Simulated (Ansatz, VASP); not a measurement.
**LaIr5: VASP beside Ansatz**

Contents of INCAR:

```
ALGO = Normal
EDIFF = 1E-6
ENCUT = 560
GGA_COMPAT = False
ISIF = 2
ISMEAR = -1
LASPH = True
LCHARG = False
LMAXMIX = 6
LREAL = False
LWAVE = False
NBANDS = 57
NELM = 200
PREC = Accurate
SIGMA = 0.1
```

The input KPOINTS:

```
k-points
0
Gamma
  5 5 6
```

Contents of POSCAR:

```
LaIr5
1.0
    5.3850000000      0.0000000000      0.0000000000
   -2.6925000000      4.6635470000      0.0000000000
    0.0000000000      0.0000000000      4.2130000000
La Ir
1 5
Direct
    0.0000000000      0.0000000000      0.0000000000
    0.5000000000      0.0000000000      0.5000000000
    0.5000000000      0.5000000000      0.5000000000
    0.0000000000      0.5000000000      0.5000000000
    0.3333333333      0.6666666667      0.0000000000
    0.6666666667      0.3333333333      0.0000000000
```

Input for Ansatz:

```yaml
crystal:
  lattice:
    - [5.385, 0.0, 0.0]
    - [-2.6925, 4.663547, 0.0]
    - [0.0, 0.0, 4.213]
  atoms:
    - { symbol: La, position: [0.0, 0.0, 0.0] }
    - { symbol: Ir, position: [0.5, 0.0, 0.5] }
    - { symbol: Ir, position: [0.5, 0.5, 0.5] }
    - { symbol: Ir, position: [0.0, 0.5, 0.5] }
    - { symbol: Ir, position: [0.3333333333333333, 0.6666666666666666, 0.0] }
    - { symbol: Ir, position: [0.6666666666666666, 0.3333333333333333, 0.0] }
basis:
  ecutwfc: 420.0
kpoints:
  mp_grid:
    grid: [5, 5, 6]
hamiltonian:
  xc: lda
  pseudopotentials:
    kind: paw
scf:
  occupations:
    method: fermi_dirac
    width: 0.1
output:
  stress: true
```

Alike in both runs: task single point; functional LDA; k mesh 5 × 5 × 6; occupations fermi-dirac, width 0.1 eV; no spin polarisation.

|  | VASP | Ansatz |
| --- | --- | --- |
| version | VASP 6.6.1 | Ansatz 0.2.0 |
| potentials or method | VASP PAW LDA potentials, release 64 (La, Ir_sv_GW), cutoff 560 eV | plane waves, PAW |
| valence electrons in the cell | 96 | 96 |

Ansatz gave:

| Quantity | Value |
| --- | --- |
| pressure (GPa) | -5.1 |
| traceless stress, the component that is largest in VASP (GPa) | 4.72 |

Question: Estimate VASP's values.

Answer: Pressure (GPa): -5.6; traceless stress, the component that is largest in VASP (GPa): 5.01.

LDA's correlation is that of Perdew and Zunger in VASP and of Perdew and Wang (1992) in Ansatz.

Spin-orbit coupling is off throughout.
